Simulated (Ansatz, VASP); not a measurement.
**SnO in VASP and in Ansatz**

POSCAR

```
SnO
1.0
    3.1034067823      0.0000000000      0.0000000000
    0.0000000000      3.1034067823      0.0000000000
    0.0000000000      0.0000000000      3.1034067823
Sn O
1 1
Direct
    0.0000000000      0.0000000000      0.0000000000
    0.5000000000      0.5000000000      0.5000000000
```

File INCAR.step1:

```
SYSTEM = SnO
  PREC = Accurate
  ENCUT = 520
  EDIFF = 1E-5
  ISMEAR = 0
  SIGMA = 0.01
  LREAL = .False.
  LASPH = .True.
  NELM = 100
  ALGO = Normal
  ISIF = 2
  LWAVE = .True.
  LCHARG = .False.
  NBANDS = 17
  GGA = PE
```

The input INCAR.step2:

```
SYSTEM = SnO
  PREC = Accurate
  ENCUT = 520
  EDIFF = 1E-7
  ISMEAR = 0
  SIGMA = 0.01
  LREAL = .False.
  LASPH = .True.
  NELM = 100
  ALGO = Normal
  ISIF = 2
  LWAVE = .False.
  LCHARG = .False.
  GGA = PE
  LHFCALC = .True.
  AEXX = 0.05
  HFSCREEN = 0.1
  PRECFOCK = Normal
  NBANDS = 17
  ISTART = 1
```

File KPOINTS:

```
Automatic mesh
0
Gamma
  4 4 4
  0 0 0
```

Input for Ansatz:

```yaml
crystal:
  lattice:
    - [3.1034067823, 0.0, 0.0]
    - [0.0, 3.1034067823, 0.0]
    - [0.0, 0.0, 3.1034067823]
  atoms:
    - { symbol: Sn, position: [0.0, 0.0, 0.0] }
    - { symbol: O, position: [0.5, 0.5, 0.5] }
kpoints:
  mp_grid: { grid: [4, 4, 4] }
hamiltonian:
  xc: { exchange: pbe, correlation: pbe, exx: { coeff: 0.05, omega: 0.1 } }
scf:
  occupations: { method: fixed }
  n_extra_bands: 4
output:
  forces: true
  stress: true
  eigenvalues: true
```

Alike in both runs: task single point; functional PBE-based screened hybrid; k mesh 4 × 4 × 4; no spin polarisation.

|  | VASP | Ansatz |
| --- | --- | --- |
| version | VASP 6.6.1 | Ansatz 0.2.0 |
| potentials or method | VASP PAW PBE potentials, release 64 (Sn_d, O) | plane waves |
| plane-wave cutoff (eV) | 520 | 420 |
| occupations | gaussian, width 0.01 eV | fixed |
| valence electrons in the cell | 20 | 20 |

```csv
,VASP,Ansatz,Ansatz less VASP
gap on the k mesh at the Fermi level (eV),0.67,0.66,-0.005
pressure (GPa),2.3,2.3,+0.03
```

VASP's potentials were made for PBE, not for PBE-based screened hybrid. Ansatz's warnings: stress exchange threshold loose, stress scf threshold loose.

The k mesh is coarse, so the values compare programs but aren't converged.
